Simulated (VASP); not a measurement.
Crystal: Sr.

```
CELL_PARAMETERS angstrom
0.00000 3.04235 3.04235
3.04235 0.00000 3.04235
3.04235 3.04235 0.00000
ATOMIC_POSITIONS crystal
Sr 0.00000 0.00000 0.00000
```

- Program: VASP 6.6.1
- Task: relaxation of cell and atoms
- Functional: LDA
- Potentials or basis: VASP PAW LDA potentials, release 64 (Sr_sv)
- Cutoff: 600 eV
- k mesh: 13 × 13 × 13
- Occupations: methfessel-paxton, width 0.05 eV
- Spin: no spin polarisation

At the start: pressure -1.6 GPa; volume 56.32 Å³/atom.

Question: Where does the relaxation end?

Answer: Over 4 steps the energy falls by 45.0 meV/atom and the volume is 48.43 Å³/atom (-14.0 %); space group Fm-3m (No. 225, to 0.1 Å) before and after.

The path:
```csv
step,energy change (eV),largest force (eV/Å),pressure (GPa),volume (Å³)
1,0.0000,0.0000,-1.65,56.32
2,-0.0363,0.0000,-0.83,51.73
3,-0.0449,0.0000,-0.12,48.86
4,-0.0450,0.0000,0.02,48.43
```

Final structure:
```yaml
crystal:
  lattice:
    - [0.00000, 2.89312, 2.89312]
    - [2.89312, 0.00000, 2.89312]
    - [2.89312, 2.89312, 0.00000]
  atoms:
    - { symbol: Sr, position: [0.00000, 0.00000, 0.00000] }
```
